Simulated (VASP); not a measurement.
Write the native input for VASP 6.6.1 that does the following.

* Task: single point
* Functional: LDA
* Potentials or basis: VASP PAW LDA potentials, release 64 (Li_sv, Mg)
* Cutoff: 520 eV
* k mesh: 7 × 7 × 7
* Occupations: fermi-dirac, width 0.1 eV
* Spin: no spin polarisation
* Dipole correction: no
* Further INCAR settings: ALGO = Normal; EDIFF = 1e-06; NBANDS = 10

The structure of LiMg lies in POSCAR:

```
LiMg
1.0
    3.4153260000      0.0000000000      0.0000000000
    0.0000000000      3.4153260000      0.0000000000
    0.0000000000      0.0000000000      3.4153260000
Li Mg
1 1
Direct
    0.0000000000      0.0000000000      0.0000000000
    0.5000000000      0.5000000000      0.5000000000
```

One way to write it, as run:

INCAR

```
SYSTEM = LiMg
PREC = Accurate ; ENCUT = 520
EDIFF = 1E-6 ; ISMEAR = -1
SIGMA = 0.1 ; LREAL = .FALSE.
LASPH = .TRUE. ; NELM = 80
ALGO = Normal ; ISIF = 2
LWAVE = .FALSE. ; LCHARG = .FALSE.
NBANDS = 10
```

KPOINTS

```
regular mesh
0
G
  7 7 7
  0 0 0
```

Potentials or basis: VASP PAW LDA potentials, release 64 (Li_sv, Mg).

Command:

```console
$ cat potpaw_LDA.64/Li_sv/POTCAR potpaw_LDA.64/Mg/POTCAR > POTCAR
$ mpirun -np 1 vasp_std > vasp.out
```

Wall time 4.4 s on 1 thread of Intel Xeon 6975P-C (shared host), peak memory 0.14 GiB.
